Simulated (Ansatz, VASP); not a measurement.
**Bi2Se3 in VASP and in Ansatz**

```
Bi Se
1.0
     2.09221    1.20794    9.54533
    -2.09221    1.20794    9.54533
     0.00000   -2.41588    9.54533
Bi Se
2 3
Cartesian
  0.0000 0.0000 11.4773
  0.0000 0.0000 17.1587
  0.0000 0.0000 0.0000
  0.0000 0.0000 6.0622
  0.0000 0.0000 22.5738
```

Change from the starting cell: equal xx and yy strain of +1 %, crystal datasets.

Alike in both runs: task electric field gradients; functional PBE; k mesh 6 × 6 × 6; occupations fermi-dirac, width 0.03 eV; no spin polarisation.

|  | VASP | Ansatz |
| --- | --- | --- |
| version | VASP 6.6.1 | Ansatz 0.2.0 |
| potentials or method | VASP PAW PBE potentials, release 64 (Bi_d, Se), cutoff 520 eV | all-electron PAW with datasets made for the crystal, scalar-relativistic |

```tsv
	VASP	Ansatz	Ansatz less VASP
pressure (GPa)	1.2	1.2	-0.01
traceless stress, the component that is largest in VASP (GPa)	0.30	0.30	0.000
rms of the force components (eV/Å)	0.049	0.044	-0.0046
size of Vzz on the site where it differs most (V/Å²)	67.0	70.1	+3.07
```

Atom by atom the forces differ by 0.005 eV/Å (rms over components). Ansatz ran all-electron here, and VASP with PAW potentials.

Neither program's run includes spin-orbit coupling.
